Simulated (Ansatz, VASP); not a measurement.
One calculation of SnO2, two programs

File INCAR:

```
SYSTEM = SnO2
  ALGO = Normal
  EDIFF = 1E-6
  ENCUT = 520
  GGA = PE
  ISIF = 2
  ISMEAR = 0
  LASPH = .TRUE.
  LCHARG = .FALSE.
  LREAL = .FALSE.
  LWAVE = .FALSE.
  NBANDS = 64
  NELM = 80
  PREC = Accurate
  SIGMA = 0.02
```

The input KPOINTS:

```
k-points
0
G
  4 6 6
  0 0 0
```

Contents of POSCAR:

```
SnO2
1.0
    9.7009827352      0.0000000000      0.0000000000
    0.0000000000      4.9526556214      2.9077649492
    0.0000000000     -4.9526556214      2.9077649492
Sn O
4 8
Direct
    0.9359132422      0.6715707108      0.3376218381
    0.4359132422      0.3376218381      0.6715707108
    0.5640867578      0.6715707108      0.3376218381
    0.0640867578      0.3376218381      0.6715707108
    0.0000000000      0.6548503355      0.6548503355
    0.5632399335      0.0516013167      0.4401797396
    0.2500000000      0.2113765037      0.5309806050
    0.4367600665      0.4401797396      0.0516013167
    0.7500000000      0.5309806050      0.2113765037
    0.0632399335      0.4401797396      0.0516013167
    0.5000000000      0.6548503355      0.6548503355
    0.9367600665      0.0516013167      0.4401797396
```

Input for Ansatz:

```yaml
crystal:
  lattice:
    - [9.7009827352, 0.0, 0.0]
    - [0.0, 4.9526556214, 2.9077649492]
    - [0.0, -4.9526556214, 2.9077649492]
  atoms:
    - { symbol: Sn, position: [0.9359132422, 0.6715707108, 0.3376218381] }
    - { symbol: Sn, position: [0.4359132422, 0.3376218381, 0.6715707108] }
    - { symbol: Sn, position: [0.5640867578, 0.6715707108, 0.3376218381] }
    - { symbol: Sn, position: [0.0640867578, 0.3376218381, 0.6715707108] }
    - { symbol: O, position: [0.0, 0.6548503355, 0.6548503355] }
    - { symbol: O, position: [0.5632399335, 0.0516013167, 0.4401797396] }
    - { symbol: O, position: [0.25, 0.2113765037, 0.530980605] }
    - { symbol: O, position: [0.4367600665, 0.4401797396, 0.0516013167] }
    - { symbol: O, position: [0.75, 0.530980605, 0.2113765037] }
    - { symbol: O, position: [0.0632399335, 0.4401797396, 0.0516013167] }
    - { symbol: O, position: [0.5, 0.6548503355, 0.6548503355] }
    - { symbol: O, position: [0.9367600665, 0.0516013167, 0.4401797396] }
basis:
  ecutwfc: 420
kpoints:
  mp_grid: { grid: [4, 6, 6] }
  band_path: { path: [VBM, CBM], npoints: 2 }
hamiltonian:
  xc: pbe
scf:
  occupations: { method: gaussian, width: 0.02 }
output:
  forces: true
  stress: true
  eigenvalues: true
checkpoint:
  read: start.run
  write: ck
  compress: false
  write_wavefunctions: false
  write_every: 100000
```

Alike in both runs: task single point; functional PBE; k mesh 4 × 6 × 6; occupations gaussian, width 0.02 eV; no spin polarisation.

|  | VASP | Ansatz |
| --- | --- | --- |
| version | VASP 6.6.1 | Ansatz 0.2.0 |
| potentials or method | VASP PAW PBE potentials, release 64 (Sn_d, O), cutoff 520 eV | scalar-relativistic, plane waves, PAW |
| valence electrons in the cell | 104 | 104 |

```tsv
	VASP	Ansatz	Ansatz less VASP
gap on the k mesh at the Fermi level (eV)	2.23	2.25	+0.021
least direct gap on the mesh (eV)	2.30	2.32	+0.023
pressure (GPa)	0.3	0.1	-0.27
rms of the force components (eV/Å)	0.020	0.001	-0.0191
```

Atom by atom the forces differ by 0.020 eV/Å (rms over components).
